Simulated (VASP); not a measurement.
# In3Se (Pm-3m) in VASP: settings compared

In3Se is run at these levels: HSE06, PBE; tasks: single point.

Everything below comes from runs of VASP 6.6.1. Logs are shortened: lines on timing, memory, paths and dates and some standing lists are left out, and cuts for length are marked.

## (1) The cell of the first run

Symmetry: Pm-3m, No. 221, cubic system. Conventional cell: a = 4.804 Å, b = 4.804 Å, c = 4.804 Å, α = 90.00°, β = 90.00°, γ = 90.00°. Within 4.5 Å of In (site symmetry 4/mmm) lie 8 In at 3.40 Å and 4 Se at 3.40 Å. Within 4.5 Å of Se (site symmetry m-3m) lie 12 In at 3.40 Å.

## (2) Single point, HSE06

Input file POSCAR:

```
In3Se
1.0
    4.8037580000      0.0000000000      0.0000000000
    0.0000000000      4.8037580000      0.0000000000
    0.0000000000      0.0000000000      4.8037580000
In Se
3 1
Direct
    0.5000000000      0.5000000000      0.0000000000
    0.5000000000      0.0000000000      0.5000000000
    0.0000000000      0.5000000000      0.5000000000
    0.0000000000      0.0000000000      0.0000000000
```

Input file INCAR.step1:

```
  PREC = Accurate
  ENCUT = 520
  EDIFF = 1E-5
  ISMEAR = -1
  SIGMA = 0.1
  LREAL = F
  LASPH = T
  NELM = 80
  ALGO = Normal
  ISIF = 2
  LWAVE = T
  LCHARG = F
  NBANDS = 30
  GGA = PE
```

Input file INCAR.step2:

```
  PREC = Accurate
  ENCUT = 520
  EDIFF = 1E-7
  ISMEAR = -1
  SIGMA = 0.1
  LREAL = F
  LASPH = T
  NELM = 80
  ALGO = Normal
  ISIF = 2
  LWAVE = F
  LCHARG = F
  GGA = PE
  LHFCALC = T
  HFSCREEN = 0.2079
  PRECFOCK = Normal
  NBANDS = 30
  ISTART = 1
```

Input file KPOINTS:

```
Automatic mesh
0
Gamma
  3 3 3
```

Potentials or basis: VASP PAW PBE potentials, release 64 (In_d, Se).

Command:

```bash
cat potpaw_PBE.64/In_d/POTCAR potpaw_PBE.64/Se/POTCAR > POTCAR
cp INCAR.step1 INCAR
mpirun -np 1 vasp_std > vasp.out
cp INCAR.step2 INCAR
mpirun -np 1 vasp_std > vasp.out
```

OUTCAR:

```text
PREC = Accurate
   ENCUT = 520
   EDIFF = 1E-7
   ISMEAR = -1
   LREAL = F
   LASPH = T
   NELM = 80
   ISIF = 2
   GGA = PE
   LHFCALC = T
   HFSCREEN = 0.2079
   PRECFOCK = Normal
   ISTART = 1

 ion  position               nearest neighbor table
   1  0.500  0.500  0.000-   2 3.40   3 3.40   4 3.40   2 3.40   3 3.40   2 3.40   4 3.40   2 3.40
                             3 3.40   4 3.40   3 3.40   4 3.40
   2  0.500  0.000  0.500-   1 3.40   3 3.40   4 3.40   1 3.40   4 3.40   1 3.40   3 3.40   1 3.40
                             3 3.40   4 3.40   4 3.40   3 3.40
   3  0.000  0.500  0.500-   1 3.40   2 3.40   4 3.40   1 3.40   4 3.40   2 3.40   4 3.40   4 3.40
                             1 3.40   2 3.40   1 3.40   2 3.40
   4  0.000  0.000  0.000-   1 3.40   2 3.40   3 3.40   2 3.40   3 3.40   1 3.40   3 3.40   3 3.40
                             1 3.40   2 3.40   2 3.40   1 3.40

  LATTYP: Found a simple cubic cell.
 ALAT       =     4.8037580000

  Lattice vectors:

 A1 = (   4.8037580000,   0.0000000000,   0.0000000000)
 A2 = (   0.0000000000,   4.8037580000,   0.0000000000)
 A3 = (   0.0000000000,   0.0000000000,   4.8037580000)

Analysis of symmetry for initial positions (statically):
=====================================================================
 Subroutine PRICEL returns:
 Original cell was already a primitive cell.

 Routine SETGRP: Setting up the symmetry group for a
 simple cubic supercell.

 Subroutine GETGRP returns: Found 48 space group operations
 (whereof 48 operations were pure point group operations)
 out of a pool of 48 trial point group operations.

The static configuration has the point symmetry O_h .

Analysis of symmetry for dynamics (positions and initial velocities):
=====================================================================
 Subroutine PRICEL returns:
 Original cell was already a primitive cell.

 Routine SETGRP: Setting up the symmetry group for a
 simple cubic supercell.

 Subroutine GETGRP returns: Found 48 space group operations
 (whereof 48 operations were pure point group operations)
 out of a pool of 48 trial point group operations.

The dynamic configuration has the point symmetry O_h .

 Subroutine INISYM returns: Found 48 space group operations
 (whereof 48 operations are pure point group operations),
 and found     1 'primitive' translations

----------------------------------------------------------------------------------------

                                     Primitive cell

  volume of cell :     110.8520

  direct lattice vectors                    reciprocal lattice vectors
     4.803758000  0.000000000  0.000000000     0.208170353  0.000000000  0.000000000
     0.000000000  4.803758000  0.000000000     0.000000000  0.208170353  0.000000000
     0.000000000  0.000000000  4.803758000     0.000000000  0.000000000  0.208170353

  length of vectors
     4.803758000  4.803758000  4.803758000     0.208170353  0.208170353  0.208170353

  position of ions in fractional coordinates (direct lattice)
     0.500000000  0.500000000  0.000000000
     0.500000000  0.000000000  0.500000000
     0.000000000  0.500000000  0.500000000
     0.000000000  0.000000000  0.000000000

  ion indices of the primitive-cell ions
   primitive index   ion index
                 1           1
                 2           2
                 3           3
                 4           4

----------------------------------------------------------------------------------------

 KPOINTS: Automatic mesh

Automatic generation of k-mesh.
 Grid dimensions read from file:
 generate k-points for:    3    3    3

 Generating k-lattice:

  Cartesian coordinates                     Fractional coordinates (reciprocal lattice)
     0.069390118  0.000000000  0.000000000     0.333333333  0.000000000  0.000000000
     0.000000000  0.069390118  0.000000000     0.000000000  0.333333333  0.000000000
     0.000000000  0.000000000  0.069390118     0.000000000  0.000000000  0.333333333

  Length of vectors
     0.069390118  0.069390118  0.069390118

  Shift w.r.t. Gamma in fractional coordinates (k-lattice)
     0.000000000  0.000000000  0.000000000

 Subroutine IBZKPT returns following result:
 ===========================================

 Found      4 irreducible k-points:

 Following reciprocal coordinates:
            Coordinates               Weight
  0.000000  0.000000  0.000000      1.000000
  0.333333  0.000000  0.000000      6.000000
  0.333333  0.333333  0.000000     12.000000
  0.333333  0.333333  0.333333      8.000000
   k-points           NKPTS =      4   k-points in BZ     NKDIM =     27   number of bands    NBANDS=     30
   number of dos      NEDOS =    301   number of ions     NIONS =      4
   total plane-waves  NPLWV =  46656
   dimension x,y,z NGX =    36 NGY =   36 NGZ =   36
   dimension x,y,z NGXF=    72 NGYF=   72 NGZF=   72
   ions per type =               3   1
   NGX,Y,Z   is equivalent  to a cutoff of  12.46, 12.46, 12.46 a.u.
   NGXF,Y,Z  is equivalent  to a cutoff of  24.92, 24.92, 24.92 a.u.
 SYSTEM =  unknown system
   PREC   = accura    normal or accurate (medium, high low for compatibility)
   ISTART =      1    job   : 0-new  1-cont  2-samecut
   ICHARG =      0    charge: 1-file 2-atom 10-const
   ISPIN  =      1    spin polarized calculation?
   LNONCOLLINEAR =      F non collinear calculations
   LSORBIT =      F    spin-orbit coupling
   LASPH  =      T    aspherical Exc in radial PAW
   ENCUT  =  520.0 eV  38.22 Ry    6.18 a.u.   8.93  8.93  8.93*2*pi/ulx,y,z
   NELM   =     80;   NELMIN=  2; NELMDL=  0     # of ELM steps
   EDIFF  = 0.1E-06   stopping-criterion for ELM
   LREAL  =      F    real-space projection
   EDIFFG = 0.1E-05   stopping-criterion for IOM
   NSW    =      0    number of steps for IOM
   IBRION =     -1    ionic relax: 0-MD 1-quasi-New 2-CG
   NFREE  =      0    steps in history (QN), initial steepest desc. (CG)
   ISIF   =      2    stress and relaxation
   ISYM   =      3    0-nonsym 1-usesym 2-fastsym
   POTIM  = 0.5000    time-step for ionic-motion
   TEBEG  =    0.0;   TEEND  =   0.0 temperature during run
   PSTRESS=    0.0 pullay stress
   NELECT =      45.0000    total number of electrons
   NUPDOWN=      -1.0000    fix difference up-down
   EMIN   =  10.00;   EMAX   =-10.00  energy-range for DOS
   EFERMI =   0.00;   METHOD = LEGACY
   ISMEAR =    -1;   SIGMA  =   0.10  broadening in eV -4-tet -1-fermi 0-gaus
   EFERMI_NEDOS =   21; number of points for ismear=-14 and -15
   IALGO  =     38    algorithm
   IMIX   =      1    mixing-type and parameters
     AMIX     =   0.40;   BMIX     =  1.00
     AMIX_MAG =   1.60;   BMIX_MAG =  1.00
  volume/ion in A,a.u.               =      27.71       187.02
  Fermi-wavevector in a.u.,A,eV,Ry     =   1.212173  2.290675 19.991897  1.469363
  Thomas-Fermi vector in A             =   2.347665
   LORBIT       =      0    0 simple, 1 ext, 2 COOP (PROOUT), +10 PAW based schemes
   GGA     = PE    functional components
   LHFCALC =     T    Hartree Fock is set to
   PRECFOCK=normal    Normal, Fast or Accurate (Low or Medium for compatibility)
   ENCUT4O =  -1.0   cutoff for four orbital integrals eV
   NKREDX  =     1    reduce k-point grid by
   NKREDY  =     1    reduce k-point grid by
   NKREDZ  =     1    reduce k-point grid by
   AEXX    =    0.2500 exact exchange contribution
   HFSCREEN=    0.2079 screening length (either q_TF or 0.3 A-1)
   HFSCREENC=   0.2079 screening length for correlation (either q_TF or 0.3 A-1)
   ENCUTFOCK=  -1.0 apply spherical cutoff to Coloumb kernel
   IVDW    =     0    specifies the selected vdW correction
   LEPSILON=     F    determine dielectric tensor
   LRPA    =     F    only Hartree local field effects (RPA)
 non-spin polarized calculation
  energy-cutoff  :      520.00
  volume of cell :      110.85
 maximum number of plane-waves:      3007
 NGX is ok and might be reduce to    36
  NGX = 28; NGY = 28; NGZ = 28

 number of electron      45.0000025 magnetization

 Free energy of the ion-electron system (eV)
  ---------------------------------------------------
  ext. energy  EPLUGINS =         0.00000000
  ---------------------------------------------------
  free energy    TOTEN  =       -13.32505716 eV

  energy without entropy =      -13.24387758  energy(sigma->0) =      -13.28446737

 E-fermi :   6.2708     XC(G=0):  -8.0864

 val. band max:        5.1778317076   @ k =   0.3333   0.3333   0.3333
 cond. band min:       6.3115796552   @ k =   0.3333   0.0000   0.0000
 fundamental gap:      1.1337479477
 Fermi energy:         6.2708410114

 k-point     1 :       0.0000    0.0000    0.0000
  band No.  band energies     occupation
      1     -10.9718      2.00000
      2     -10.9718      2.00000
      3     -10.9718      2.00000
      4     -10.9685      2.00000
      5     -10.8592      2.00000
      6     -10.8592      2.00000
[... 22 lines left out ...]
     29      11.5519      0.00000
     30      13.2655      0.00000

 k-point     2 :       0.3333    0.0000    0.0000
  band No.  band energies     occupation
      1     -10.9581      2.00000
      2     -10.8912      2.00000
      3     -10.8794      2.00000
      4     -10.8794      2.00000
      5     -10.8487      2.00000
      6     -10.8037      2.00000
[... 22 lines left out ...]
     29      12.4147      0.00000
     30      12.9846      0.00000

 k-point     3 :       0.3333    0.3333    0.0000
  band No.  band energies     occupation
      1     -10.8924      2.00000
      2     -10.8905      2.00000
      3     -10.8429      2.00000
      4     -10.8361      2.00000
      5     -10.8147      2.00000
      6     -10.7981      2.00000
[... 22 lines left out ...]
     29      10.6891      0.00000
     30      11.1011      0.00000

 k-point     4 :       0.3333    0.3333    0.3333
  band No.  band energies     occupation
      1     -10.9179      2.00000
      2     -10.8811      2.00000
      3     -10.8732      2.00000
      4     -10.8732      2.00000
      5     -10.8150      2.00000
      6     -10.8150      2.00000
[... 22 lines left out ...]
     29      13.2995      0.00000
     30      14.2155      0.00000

------------------------ aborting loop because EDIFF is reached ----------------------------------------

  FORCE on cell =-STRESS in cart. coord.  units (eV):
  Direction    XX          YY          ZZ          XY          YZ          ZX
  --------------------------------------------------------------------------------------
  -------------------------------------------------------------------------------------
  Total       -0.4601368     -0.4601368     -0.4601368     -0.0000000     -0.0000000      0.0000000
  in kB       -6.6504990     -6.6504990     -6.6504990     -0.0000000     -0.0000000      0.0000000
  external PRESSURE =      -6.6504990 kB  Pullay stress =       0.0000000 kB

 VOLUME and BASIS-vectors are now :
 -----------------------------------------------------------------------------
  energy-cutoff  :      520.00
  volume of cell :      110.85
      direct lattice vectors                 reciprocal lattice vectors
     4.803758000  0.000000000  0.000000000     0.208170353  0.000000000  0.000000000
     0.000000000  4.803758000  0.000000000     0.000000000  0.208170353  0.000000000
     0.000000000  0.000000000  4.803758000     0.000000000  0.000000000  0.208170353

 POSITION                                       TOTAL-FORCE (eV/Angst)
 -----------------------------------------------------------------------------------
      2.40188      2.40188      0.00000         0.000000      0.000000      0.000000
      2.40188      0.00000      2.40188         0.000000      0.000000      0.000000
      0.00000      2.40188      2.40188         0.000000      0.000000      0.000000
      0.00000      0.00000      0.00000         0.000000      0.000000      0.000000
 -----------------------------------------------------------------------------------
    total drift:                               -0.000002      0.000001     -0.000001

  FREE ENERGIE OF THE ION-ELECTRON SYSTEM (eV)
  ---------------------------------------------------
  free  energy   TOTEN  =       -13.3250571551 eV

  energy  without entropy=      -13.2438775799  energy(sigma->0) =      -13.28446737
```

It took 11 min on 1 thread of AMD EPYC 9R45 (Zen 5), shared host; peak memory 0.31 GiB.

Results:

| Item | Value |
| --- | --- |
| Free energy | -13.3251 eV |
| Pressure | -0.7 GPa |

Caveat: the k points lie up to 0.44 Å⁻¹ apart; the PAW data sets were made with another functional, which shifts forces and pressure a little; spin-orbit coupling is left out, which moves the levels of the heavy elements.

## (3) Single point, PBE

This run uses another cell than the first one, of 26.05 Å³/atom, 0.940 times its volume.

Input file INCAR:

```
SYSTEM = In3Se
ALGO = Normal
EDIFF = 1E-7
ENCUT = 520
GGA = PE
ISIF = 2
ISMEAR = -1
LASPH = .True.
LCHARG = .False.
LREAL = .False.
LWAVE = .False.
NBANDS = 30
NELM = 100
PREC = Accurate
SIGMA = 0.05
```

Input file KPOINTS:

```
k-points
0
Gamma
  6 6 6
  0 0 0
```

Input file POSCAR:

```
In3Se
1.0
    4.7056946064      0.0000000000      0.0000000000
    0.0000000000      4.7056946064      0.0000000000
    0.0000000000      0.0000000000      4.7056946064
In Se
3 1
Direct
    0.5000000000      0.5000000000      0.0000000000
    0.5000000000      0.0000000000      0.5000000000
    0.0000000000      0.5000000000      0.5000000000
    0.0000000000      0.0000000000      0.0000000000
```

Potentials or basis: VASP PAW PBE potentials, release 64 (In_d, Se).

Command:

```bash
cat potpaw_PBE.64/In_d/POTCAR potpaw_PBE.64/Se/POTCAR > POTCAR
mpirun -np 1 vasp_std > vasp.out
```

Wall time 86 s (1 thread of AMD EPYC 7R13, shared host); peak memory 0.19 GiB.

The run converged. Its results:

```
Free energy : -11.6522 eV
Pressure    : 2.1 GPa
```

Levels at points of the mesh, in eV from the Fermi level:
| k point | band 20 | band 21 | band 22 | band 23 | band 24 | band 25 | band 26 | band 27 |
| --- | --- | --- | --- | --- | --- | --- | --- | --- |
| (0.00, 0.00, 0.00) | -3.58 | -2.18 | -2.18 | 1.10 | 1.10 | 1.10 | 4.28 | 4.28 |
| (0.50, 0.00, 0.00) | -2.70 | -1.54 | -1.16 | -0.25 | -0.25 | 1.26 | 3.88 | 3.88 |
| (0.50, 0.50, 0.00) | -2.16 | -0.99 | -0.69 | -0.69 | 1.47 | 1.70 | 1.70 | 1.87 |
| (0.50, 0.50, 0.50) | -4.45 | -4.45 | -4.45 | -3.49 | 3.14 | 3.14 | 3.14 | 8.26 |

Caveat: spin-orbit coupling is left out, which moves the levels of the heavy elements.
